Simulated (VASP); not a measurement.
Sb: single point with PBE

Crystal: Sb.

```xyz
1
Lattice="0.0000 2.2856 2.2856 2.2856 0.0000 2.2856 2.2856 2.2856 0.0000" Properties=species:S:1:pos:R:3 pbc="T T T"
Sb    0.0000    0.0000    0.0000
```

This cell differs from its parent crystal: volume scaled by 0.975.

| Property | Result |
| --- | --- |
| Program | VASP 6.6.1 |
| Task | single point |
| Functional | PBE |
| Potentials or basis | VASP PAW PBE potentials, release 64 (Sb) |
| Cutoff | 520 eV |
| k mesh | 12 × 12 × 12 |
| Occupations | fermi-dirac, width 0.05 eV |
| Spin | no spin polarisation |
| Dipole correction | no |
| Further INCAR settings | ALGO = Normal; EDIFF = 1e-06; NBANDS = 8 |

| Item | Value |
| --- | --- |
| Pressure | 11.1 GPa |

Levels at points of the mesh, in eV from the Fermi level:
| k point | band 1 | band 2 | band 3 | band 4 | band 5 |
| --- | --- | --- | --- | --- | --- |
| (0.00, 0.00, 0.00) | -14.00 | 6.18 | 6.18 | 6.18 | 10.13 |
| (0.50, 0.00, 0.00) | -9.54 | -6.70 | 4.17 | 4.17 | 8.93 |
| (0.50, 0.50, 0.00) | -7.55 | -5.68 | 0.33 | 0.33 | 4.21 |

It took 5.2 s on 1 thread of Intel(R) Xeon(R) Platinum 8488C (Sapphire Rapids), with other jobs on the host, peak memory 0.14 GiB.

Caveat: spin-orbit coupling is left out, which moves the levels of the heavy elements.
